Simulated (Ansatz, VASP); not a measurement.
**LaZn in VASP and in Ansatz**

```
La Zn
1.0
     3.77484    0.00000    0.00000
     0.00000    3.77484    0.00000
     0.00000    0.00000    3.77484
La Zn
1 1
Direct
  0.50000 0.50000 0.50000
  0.00000 0.00000 0.00000
```

Change from the starting cell: volume scaled by 1.02.

Alike in both runs: task single point; functional LDA; k mesh 9 × 9 × 9; occupations fermi-dirac, width 0.05 eV; no spin polarisation.

|  | VASP | Ansatz |
| --- | --- | --- |
| version | VASP 6.6.1 | Ansatz 0.2.0 |
| potentials or method | VASP PAW LDA potentials, release 64 (La, Zn), cutoff 520 eV | all-electron LAPW, scalar-relativistic |

|  | VASP | Ansatz | Ansatz less VASP |
| --- | --- | --- | --- |
| pressure (GPa) | -4.8 | -4.8 | -0.03 |

LDA's correlation is that of Perdew and Zunger in VASP and of Perdew and Wang (1992) in Ansatz. Ansatz ran all-electron here, and VASP with PAW potentials.

Spin-orbit coupling is off throughout.
